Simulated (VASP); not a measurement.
Wanted: the native input for a VASP 6.6.1 run.

```yaml
Task: single point
Functional: PBEsol
Potentials_or_basis: VASP PAW PBE potentials, release 64 (Hf_pv, C)
Cutoff: 520 eV
k_mesh: 10 × 10 × 10
Occupations: fermi-dirac, width 0.05 eV
Spin: no spin polarisation
Hubbard_terms: Hf d U = 4.0 eV
Dipole_correction: no
Further_INCAR_settings: ALGO = Normal; EDIFF = 1e-06; NBANDS = 14
```

The structure of HfC lies in POSCAR:

```
HfC
1.0
    0.0000000000      2.3250000000      2.3250000000
    2.3250000000      0.0000000000      2.3250000000
    2.3250000000      2.3250000000      0.0000000000
Hf C
1 1
Direct
    0.5000000000      0.5000000000      0.5000000000
    0.0000000000      0.0000000000      0.0000000000
```

The input as run:

INCAR

```
SYSTEM = HfC
PREC = Accurate
ENCUT = 520
EDIFF = 1E-6
ISMEAR = -1
SIGMA = 0.05
LREAL = .FALSE.
LASPH = .TRUE.
NELM = 150
ALGO = Normal
ISIF = 2
LWAVE = .FALSE.
LCHARG = .FALSE.
LMAXMIX = 4
LDAU = .TRUE.
LDAUTYPE = 2
LDAUL = 2 -1
LDAUU = 4 0
LDAUJ = 0 0
LDAUPRINT = 1
GGA = PS
NBANDS = 14
```

KPOINTS

```
Automatic mesh
0
G
  10 10 10
  0 0 0
```

Potentials or basis: VASP PAW PBE potentials, release 64 (Hf_pv, C).

Launch:

```console
$ cat potpaw_PBE.64/Hf_pv/POTCAR potpaw_PBE.64/C/POTCAR > POTCAR
$ mpirun -np 1 vasp_std > vasp.out
```

It gave:

* Pressure: 7.6 GPa
* Band gap on the k mesh: zero (band 7 reaches 7.18 eV, above the bottom of band 8 at 5.82 eV)

Caveat: the PAW data sets were made with another functional, which shifts forces and pressure a little; spin-orbit coupling is left out, which moves the levels of the heavy elements; U without spin polarisation on a metal has little footing; the U is typed as a test and isn't derived for this compound.

It took 5 s on 1 thread of Intel(R) Xeon(R) 6975P-C (Granite Rapids), with other jobs on the host, peak memory 0.14 GiB.
